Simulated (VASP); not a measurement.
# TaN (P-6m2) in VASP: a series of runs

The runs below take TaN through single point, with PBEsol.

Everything below comes from runs of VASP 6.6.1. Logs are shortened: lines on timing, memory, paths and dates and some standing lists are left out, and cuts for length are marked.

## (1) The cell of the first run

It takes space group P-6m2 (No. 187, hexagonal). Conventional cell: a = 2.807 Å, b = 2.807 Å, c = 2.756 Å, α = 90.00°, β = 90.00°, γ = 120.00°. Ta (site symmetry -6m2) has 6 N at 2.13 Å and 2 Ta at 2.76 Å within 2.8 Å. Within 2.8 Å of N (site symmetry -6m2) lie 6 Ta at 2.13 Å and 2 N at 2.76 Å.

## (2) Single point, PBEsol (strain -0.040 along x and y, -0.040 along z)

Contents of INCAR:

```
SYSTEM = TaN
  PREC = Accurate
  ENCUT = 520
  EDIFF = 1E-6
  ISMEAR = 0
  SIGMA = 0.15
  LREAL = .False.
  LASPH = .True.
  NELM = 60
  ALGO = Normal
  ISIF = 2
  LWAVE = .False.
  LCHARG = .False.
  GGA = PS
  NBANDS = 15
```

Contents of KPOINTS:

```
Automatic mesh
0
Gamma
  24 24 20
  0 0 0
```

Contents of POSCAR:

```
TaN
1.0
    2.8070294830      0.0000000000      0.0000000000
   -1.4035147415      2.4309588414      0.0000000000
    0.0000000000      0.0000000000      2.7558985369
Ta N
1 1
Direct
    0.3333333333      0.6666666667      0.5000000000
    0.0000000000      0.0000000000      0.0000000000
```

Potentials or basis: VASP PAW PBE potentials, release 64 (Ta_pv, N).

Started as:

```bash
cat potpaw_PBE.64/Ta_pv/POTCAR potpaw_PBE.64/N/POTCAR > POTCAR
mpirun -np 1 vasp_std > vasp.out
```

OUTCAR:

```text
SYSTEM = TaN
   PREC = Accurate
   ENCUT = 520
   EDIFF = 1E-6
   ISMEAR = 0
   LREAL = .False.
   LASPH = .True.
   NELM = 60
   ISIF = 2
   GGA = PS

 ion  position               nearest neighbor table
   1  0.333  0.667  0.500-   2 2.13   2 2.13   2 2.13   2 2.13   2 2.13   2 2.13
   2  0.000  0.000  0.000-   1 2.13   1 2.13   1 2.13   1 2.13   1 2.13   1 2.13

  LATTYP: Found a hexagonal cell.
 ALAT       =     2.8070294830
 C/A-ratio  =     0.9817846779

  Lattice vectors:

 A1 = (   2.8070294830,   0.0000000000,   0.0000000000)
 A2 = (  -1.4035147415,   2.4309588414,   0.0000000000)
 A3 = (   0.0000000000,   0.0000000000,   2.7558985369)

Analysis of symmetry for initial positions (statically):
=====================================================================
 Subroutine PRICEL returns:
 Original cell was already a primitive cell.

 Routine SETGRP: Setting up the symmetry group for a
 hexagonal supercell.

 Subroutine GETGRP returns: Found 12 space group operations
 (whereof 12 operations were pure point group operations)
 out of a pool of 24 trial point group operations.

The static configuration has the point symmetry D_3h.

Analysis of symmetry for dynamics (positions and initial velocities):
=====================================================================
 Subroutine PRICEL returns:
 Original cell was already a primitive cell.

 Routine SETGRP: Setting up the symmetry group for a
 hexagonal supercell.

 Subroutine GETGRP returns: Found 12 space group operations
 (whereof 12 operations were pure point group operations)
 out of a pool of 24 trial point group operations.

The dynamic configuration has the point symmetry D_3h.

 Subroutine INISYM returns: Found 12 space group operations
 (whereof 12 operations are pure point group operations),
 and found     1 'primitive' translations

----------------------------------------------------------------------------------------

                                     Primitive cell

  volume of cell :      18.8056

  direct lattice vectors                    reciprocal lattice vectors
     2.807029483  0.000000000  0.000000000     0.356248485  0.205680159  0.000000000
    -1.403514741  2.430958841  0.000000000     0.000000000  0.411360317  0.000000000
     0.000000000  0.000000000  2.755898537     0.000000000  0.000000000  0.362858061

  length of vectors
     2.807029483  2.807029483  2.755898537     0.411360317  0.411360317  0.362858061

  position of ions in fractional coordinates (direct lattice)
     0.333333333  0.666666667  0.500000000
     0.000000000  0.000000000  0.000000000

[... 89 lines left out ...]
   EMIN   =  10.00;   EMAX   =-10.00  energy-range for DOS
   EFERMI =   0.00;   METHOD = LEGACY
   ISMEAR =     0;   SIGMA  =   0.15  broadening in eV -4-tet -1-fermi 0-gaus
   EFERMI_NEDOS =   21; number of points for ismear=-14 and -15
   IALGO  =     38    algorithm
   IMIX   =      4    mixing-type and parameters
     AMIX     =   0.40;   BMIX     =  1.00
     AMIX_MAG =   1.60;   BMIX_MAG =  1.00
  volume/ion in A,a.u.               =       9.40        63.45
  Fermi-wavevector in a.u.,A,eV,Ry     =   1.551263  2.931463 32.741308  2.406418
  Thomas-Fermi vector in A             =   2.655808
   LORBIT       =      0    0 simple, 1 ext, 2 COOP (PROOUT), +10 PAW based schemes
   GGA     = PS    functional components
   LHFCALC =     F    Hartree Fock is set to
   AEXX    =    0.0000 exact exchange contribution
   IVDW    =     0    specifies the selected vdW correction
   LEPSILON=     F    determine dielectric tensor
   LRPA    =     F    only Hartree local field effects (RPA)
 non-spin polarized calculation
 Gauss-broadening in eV      SIGMA  =   0.15
  energy-cutoff  :      520.00
  volume of cell :       18.81
 maximum number of plane-waves:       521
 NGX is ok and might be reduce to    24
   NGX = 11   NGY = 11   NGZ = 11

 number of electron      16.0000004 magnetization

 Free energy of the ion-electron system (eV)
  ---------------------------------------------------
  ext. energy  EPLUGINS =         0.00000000
  ---------------------------------------------------
  free energy    TOTEN  =       -23.38716650 eV

  energy without entropy =      -23.38600282  energy(sigma->0) =      -23.38658466

 E-fermi :   9.5690     XC(G=0): -14.2639

 val. band max:        9.5316022931   @ k =   0.5000   0.0000   0.4500
 cond. band min:       9.5733789927   @ k =   0.0417   0.0000   0.4000
 fundamental gap:      0.0417766996
 Fermi energy:         9.5689640935

 k-point     1 :       0.0000    0.0000    0.0000
  band No.  band energies     occupation
      1     -24.8140      2.00000
      2     -24.4571      2.00000
      3     -24.4571      2.00000
      4      -9.2138      2.00000
      5       4.3826      2.00000
      6       4.3826      2.00000
      7       4.6576      2.00000
      8       6.5409      2.00000
      9      12.8477      0.00000
     10      13.8468      0.00000
     11      13.8468      0.00000
     12      14.3909      0.00000
     13      14.3909      0.00000
     14      23.3734      0.00000
[... 401 lines left out ...]
      2     -24.8457      2.00000
      3     -24.5688      2.00000
      4      -6.3235      2.00000
      5       0.5436      2.00000
      6       3.6715      2.00000
      7       5.3291      2.00000
      8       6.3477      2.00000
      9      12.9457      0.00000
     10      14.3418      0.00000
     11      15.6577      0.00000
     12      15.8291      0.00000
     13      18.7536      0.00000
     14      22.7961      0.00000
     15      23.5494      0.00000

 [... further k-points ...]

------------------------ aborting loop because EDIFF is reached ----------------------------------------

  FORCE on cell =-STRESS in cart. coord.  units (eV):
  Direction    XX          YY          ZZ          XY          YZ          ZX
  --------------------------------------------------------------------------------------
  -------------------------------------------------------------------------------------
  Total        6.7170362      6.7170362      7.5471126     -0.0000000     -0.0000000     -0.0000000
  in kB      572.2693219    572.2693218    642.9890987     -0.0000000     -0.0000000     -0.0000000
  external PRESSURE =     595.8425808 kB  Pullay stress =       0.0000000 kB

 VOLUME and BASIS-vectors are now :
 -----------------------------------------------------------------------------
  energy-cutoff  :      520.00
  volume of cell :       18.81
      direct lattice vectors                 reciprocal lattice vectors
     2.807029483  0.000000000  0.000000000     0.356248485  0.205680159  0.000000000
    -1.403514741  2.430958841  0.000000000     0.000000000  0.411360317  0.000000000
     0.000000000  0.000000000  2.755898537     0.000000000  0.000000000  0.362858061

 POSITION                                       TOTAL-FORCE (eV/Angst)
 -----------------------------------------------------------------------------------
     -0.00000      1.62064      1.37795         0.000000     -0.000000      0.000000
      0.00000      0.00000      0.00000        -0.000000      0.000000      0.000000
 -----------------------------------------------------------------------------------
    total drift:                                0.000000     -0.000000     -0.000000

  FREE ENERGIE OF THE ION-ELECTRON SYSTEM (eV)
  ---------------------------------------------------
  free  energy   TOTEN  =       -23.3871664962 eV

  energy  without entropy=      -23.3860028203  energy(sigma->0) =      -23.38658466
```

Wall time 65 s (1 thread of Intel Xeon Platinum 8488C (Sapphire Rapids), shared host); peak memory 0.29 GiB.

What came out:

```
Free energy            : -23.3872 eV
Pressure               : 59.6 GPa
Band gap on the k mesh : zero (band 8 reaches 10.01 eV, above the bottom of band 9 at 9.42 eV)
```

Stress tensor (GPa, compression positive):
```
57.23  0.00  0.00
 0.00 57.23  0.00
 0.00  0.00 64.30
```

Caveat: the cell differs from its parent crystal (strain -0.040 along x and y, -0.040 along z); the PAW data sets were made with another functional, which shifts forces and pressure a little; spin-orbit coupling is left out, which moves the levels of the heavy elements.

(Part 1 of 2 ends here.)
